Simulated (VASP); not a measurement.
The system is PbS.

```
Pb S
1.0
    -0.04092    2.97619    2.97619
     2.97619   -0.04092    2.97619
     2.97619    2.97619   -0.04092
Pb S
1 1
Direct
  0.00000 0.00000 0.00000
  0.50000 0.50000 0.50000
```

This cell differs from its parent crystal: epitaxial 111 strain +1.0%.

Base run:

| Property | Result |
| --- | --- |
| Program | VASP 6.6.1 |
| Functional | HSE06 |
| Potentials or basis | VASP PAW PBE potentials, release 64 (Pb_d, S) |
| Cutoff | 520 eV |
| k mesh | 6 × 6 × 6 |
| Occupations | gaussian, width 0.01 eV |
| Spin | no spin polarisation |

Its results: band gap on the k mesh 0.78 eV (least direct gap 0.90 eV).

**Question.** The run is repeated on the same cell with these changes: functional from HSE06 to r2SCAN; further incar settings from ALGO = Normal; EDIFF = 1e-07; NBANDS = 17 to ALGO = Normal; EDIFF = 1e-08. What comes out?

**Answer.** Band gap on the k mesh 0.60 eV (least direct gap 0.71 eV).

Caveats: spin-orbit coupling is left out, which moves the levels of the heavy elements; the gap is small at this level, which inflates the dielectric constant (at least some runs).

A k mesh can miss the band edges.
